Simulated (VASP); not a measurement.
# PbSe in VASP: a series of runs

The runs below take PbSe through single point, with LDA, PBEsol.

All numbers are computed with VASP 6.6.1; they aren't measurements. Logs are shortened: lines on timing, memory, paths and dates and some standing lists are left out, and cuts for length are marked.

**1. The cell of the first run**

The cell holds a slab with vacuum, 4 atoms: a = 4.385 Å, b = 4.385 Å, c = 12.316 Å, α = 100.23°, β = 100.23°, γ = 90.13°.

**2. Single point, LDA (volume scaled by 0.98)**

Input file INCAR:

```
SYSTEM = PbSe
ALGO = Normal ; EDIFF = 1E-6
ENCUT = 520 ; ISIF = 2
ISMEAR = -1 ; LASPH = .TRUE.
LCHARG = .FALSE. ; LREAL = .FALSE.
LWAVE = .FALSE. ; NBANDS = 28
NELM = 100 ; PREC = Accurate
SIGMA = 0.05
```

Input file KPOINTS:

```
k-points
0
G
  6 6 3
  0 0 0
```

Input file POSCAR:

```
PbSe
1.0
    4.3852589327      0.0000000000      0.0000000000
   -0.0102418205      4.3852469728      0.0000000000
   -2.1875085560     -2.1926234864     11.9202542980
Pb Se
2 2
Direct
    0.8068400000      0.8073040000      0.6184430000
    0.1854540000      0.1998100000      0.3823760000
    0.2873320000      0.3231460000      0.6231940000
    0.6842660000      0.6998950000      0.3779650000
```

Potentials or basis: VASP PAW LDA potentials, release 64 (Pb_d, Se).

Started as:

```
$ cat potpaw_LDA.64/Pb_d/POTCAR potpaw_LDA.64/Se/POTCAR > POTCAR
$ mpirun -np 1 vasp_std > vasp.out
```

OUTCAR:

```text
SYSTEM = PbSe
   EDIFF = 1E-6
   ENCUT = 520
   ISIF = 2
   ISMEAR = -1
   LASPH = .TRUE.
   LREAL = .FALSE.
   NELM = 100
   PREC = Accurate

 ion  position               nearest neighbor table
   1  0.807  0.807  0.618-   4 2.87   3 3.00   3 3.07   3 3.13   3 3.21
   2  0.185  0.200  0.382-   3 2.87   4 3.09   4 3.10   4 3.11   4 3.11
   3  0.287  0.323  0.623-   2 2.87   1 3.00   1 3.07   1 3.13   1 3.21
   4  0.684  0.700  0.378-   1 2.87   2 3.09   2 3.10   2 3.11   2 3.11

  LATTYP: Found a face centered orthorhombic cell.
 ALAT       =     6.1944463630
 B/A-ratio  =     1.0023382447
 C/A-ratio  =     3.8486907786

  Lattice vectors:

 A1 = (  -2.1977503765,   2.1926234864,  11.9202542980)
 A2 = (   2.1875085562,   2.1926234864,  11.9202542980)
 A3 = (  -0.0102418205,   4.3852469728,   0.0000000000)

Analysis of symmetry for initial positions (statically):
=====================================================================
 Subroutine PRICEL returns:
 Original cell was already a primitive cell.

 Routine SETGRP: Setting up the symmetry group for a
 face centered orthorhombic supercell.

 Subroutine GETGRP returns: Found  1 space group operations
 (whereof  1 operations were pure point group operations)
 out of a pool of  8 trial point group operations.

The static configuration has the point symmetry C_1 .

Analysis of symmetry for dynamics (positions and initial velocities):
=====================================================================
 Subroutine PRICEL returns:
 Original cell was already a primitive cell.

 Routine SETGRP: Setting up the symmetry group for a
 face centered orthorhombic supercell.

 Subroutine GETGRP returns: Found  1 space group operations
 (whereof  1 operations were pure point group operations)
 out of a pool of  8 trial point group operations.

The dynamic configuration has the point symmetry C_1 .

 Subroutine INISYM returns: Found  1 space group operations
 (whereof  1 operations are pure point group operations),
 and found     1 'primitive' translations

----------------------------------------------------------------------------------------

                                     Primitive cell

  volume of cell :     229.2318

  direct lattice vectors                    reciprocal lattice vectors
     4.385258933  0.000000000  0.000000000     0.228036706  0.000532584  0.041945414
    -0.010241821  4.385246973  0.000000000     0.000000000  0.228037327  0.041945414
    -2.187508556 -2.192623486 11.920254298     0.000000000  0.000000000  0.083890828

  length of vectors
[... 111 lines left out ...]
   NSW    =      0    number of steps for IOM
   IBRION =     -1    ionic relax: 0-MD 1-quasi-New 2-CG
   NFREE  =      0    steps in history (QN), initial steepest desc. (CG)
   ISIF   =      2    stress and relaxation
   ISYM   =      2    0-nonsym 1-usesym 2-fastsym
   POTIM  = 0.5000    time-step for ionic-motion
   TEBEG  =    0.0;   TEEND  =   0.0 temperature during run
   PSTRESS=    0.0 pullay stress
   NELECT =      40.0000    total number of electrons
   NUPDOWN=      -1.0000    fix difference up-down
   EMIN   =  10.00;   EMAX   =-10.00  energy-range for DOS
   EFERMI =   0.00;   METHOD = LEGACY
   ISMEAR =    -1;   SIGMA  =   0.05  broadening in eV -4-tet -1-fermi 0-gaus
   EFERMI_NEDOS =   21; number of points for ismear=-14 and -15
   IALGO  =     38    algorithm
   IMIX   =      4    mixing-type and parameters
     AMIX     =   0.40;   BMIX     =  1.00
     AMIX_MAG =   1.60;   BMIX_MAG =  1.00
  volume/ion in A,a.u.               =      57.31       386.73
  Fermi-wavevector in a.u.,A,eV,Ry     =   0.914822  1.728763 11.386704  0.836899
  Thomas-Fermi vector in A             =   2.039493
   LORBIT       =      0    0 simple, 1 ext, 2 COOP (PROOUT), +10 PAW based schemes
   GGA     = CA    functional components
   LHFCALC =     F    Hartree Fock is set to
   AEXX    =    0.0000 exact exchange contribution
   IVDW    =     0    specifies the selected vdW correction
   LEPSILON=     F    determine dielectric tensor
   LRPA    =     F    only Hartree local field effects (RPA)
 non-spin polarized calculation
  energy-cutoff  :      520.00
  volume of cell :      229.23
 maximum number of plane-waves:      6216
 NGX is ok and might be reduce to    36
   NGX = 17   NGY = 17   NGZ = 45

 number of electron      40.0000002 magnetization

 Free energy of the ion-electron system (eV)
  ---------------------------------------------------
  ext. energy  EPLUGINS =         0.00000000
  ---------------------------------------------------
  free energy    TOTEN  =       -18.19933347 eV

  energy without entropy =      -18.19933334  energy(sigma->0) =      -18.19933341

 E-fermi :   0.4381     XC(G=0):  -5.8411

 val. band max:       -0.3053470417   @ k =   0.0000   0.5000   0.0000
 cond. band min:       1.1555678920   @ k =   0.0000   0.5000   0.0000
 fundamental gap:      1.4609149337
 Fermi energy:         0.4381395104

 k-point     1 :       0.0000    0.0000    0.0000
  band No.  band energies     occupation
      1     -16.6735      2.00000
      2     -16.5771      2.00000
      3     -16.5761      2.00000
      4     -16.5647      2.00000
      5     -16.5638      2.00000
      6     -16.5594      2.00000
[... 733 lines left out ...]
     27       5.6515      0.00000
     28       6.2479      0.00000

 [... further k-points ...]

------------------------ aborting loop because EDIFF is reached ----------------------------------------

  FORCE on cell =-STRESS in cart. coord.  units (eV):
  Direction    XX          YY          ZZ          XY          YZ          ZX
  --------------------------------------------------------------------------------------
  -------------------------------------------------------------------------------------
  Total       -2.6991435     -2.7083503     -2.4974932      0.0151393      0.0380344      0.2047487
  in kB      -18.8652138    -18.9295636    -17.4558127      0.1058138      0.2658351      1.4310567
  external PRESSURE =     -18.4168634 kB  Pullay stress =       0.0000000 kB

 VOLUME and BASIS-vectors are now :
 -----------------------------------------------------------------------------
  energy-cutoff  :      520.00
  volume of cell :      229.23
      direct lattice vectors                 reciprocal lattice vectors
     4.385258933  0.000000000  0.000000000     0.228036706  0.000532584  0.041945414
    -0.010241821  4.385246973  0.000000000     0.000000000  0.228037327  0.041945414
    -2.187508556 -2.192623486 11.920254298     0.000000000  0.000000000  0.083890828

 POSITION                                       TOTAL-FORCE (eV/Angst)
 -----------------------------------------------------------------------------------
      2.17708      2.18421      7.37200        -0.005965      0.016418     -0.443514
     -0.02523      0.03781      4.55802         0.004065     -0.016062      0.466185
     -0.10653      0.05065      7.42863         0.075990     -0.002806     -0.417761
      2.16671      2.24048      4.50544        -0.074091      0.002450      0.395089
 -----------------------------------------------------------------------------------
    total drift:                               -0.000408     -0.000621     -0.000214

  FREE ENERGIE OF THE ION-ELECTRON SYSTEM (eV)
  ---------------------------------------------------
  free  energy   TOTEN  =       -18.1993334700 eV

  energy  without entropy=      -18.1993333413  energy(sigma->0) =      -18.19933341
```

OSZICAR:

```text
N       E                     dE             d eps       ncg     rms          rms(c)
DAV:   1     0.389866113598E+03    0.38987E+03   -0.17234E+04  3200   0.125E+03
DAV:   2     0.276516660120E+02   -0.36221E+03   -0.35279E+03  3340   0.336E+02
DAV:   3    -0.168931760665E+02   -0.44545E+02   -0.43788E+02  4076   0.143E+02
DAV:   4    -0.189174653006E+02   -0.20243E+01   -0.20165E+01  3628   0.377E+01
DAV:   5    -0.189938668109E+02   -0.76402E-01   -0.76385E-01  4196   0.731E+00    0.408E+00
DAV:   6    -0.182549119541E+02    0.73895E+00   -0.17066E+00  4344   0.728E+00    0.218E+00
DAV:   7    -0.182181033312E+02    0.36809E-01   -0.31675E-01  3404   0.221E+00    0.122E+00
DAV:   8    -0.182001409250E+02    0.17962E-01   -0.49132E-02  4104   0.160E+00    0.287E-01
DAV:   9    -0.181974863442E+02    0.26546E-02   -0.98435E-03  4376   0.704E-01    0.115E-01
DAV:  10    -0.181961313739E+02    0.13550E-02   -0.26757E-03  3376   0.204E-01    0.498E-02
DAV:  11    -0.181969110408E+02   -0.77967E-03   -0.14385E-03  3216   0.133E-01    0.504E-02
DAV:  12    -0.181987198205E+02   -0.18088E-02   -0.40820E-04  3704   0.782E-02    0.334E-02
DAV:  13    -0.181990486877E+02   -0.32887E-03   -0.94032E-05  3948   0.570E-02    0.117E-02
DAV:  14    -0.181993010054E+02   -0.25232E-03   -0.38083E-05  2976   0.280E-02    0.666E-03
DAV:  15    -0.181993225820E+02   -0.21577E-04   -0.34964E-06  3388   0.128E-02    0.301E-03
DAV:  16    -0.181993318210E+02   -0.92390E-05   -0.13436E-06  2724   0.701E-03    0.634E-04
DAV:  17    -0.181993334007E+02   -0.15797E-05   -0.33156E-07  2848   0.459E-03    0.417E-04
DAV:  18    -0.181993334700E+02   -0.69309E-07   -0.38368E-08  2324   0.147E-03
   1 F= -.18199333E+02 E0= -.18199333E+02  d E =-.128740E-06
```

Run time: 3.5 min. Hardware: 1 thread of Intel Xeon 6975P-C (Granite Rapids), shared host; peak memory 0.48 GiB.

What came out:

```
Free energy            : -18.1993 eV
Largest force          : 0.466 eV/Å
Band gap on the k mesh : 1.46 eV, direct
```

Forces on the atoms (eV/Å):
```
Pb  -0.006  0.016 -0.444
Pb   0.004 -0.016  0.466
Se   0.076 -0.003 -0.418
Se  -0.074  0.002  0.395
```

Caveat: spin-orbit coupling is left out, which moves the levels of the heavy elements.

(Part 1 of 2 ends here.)
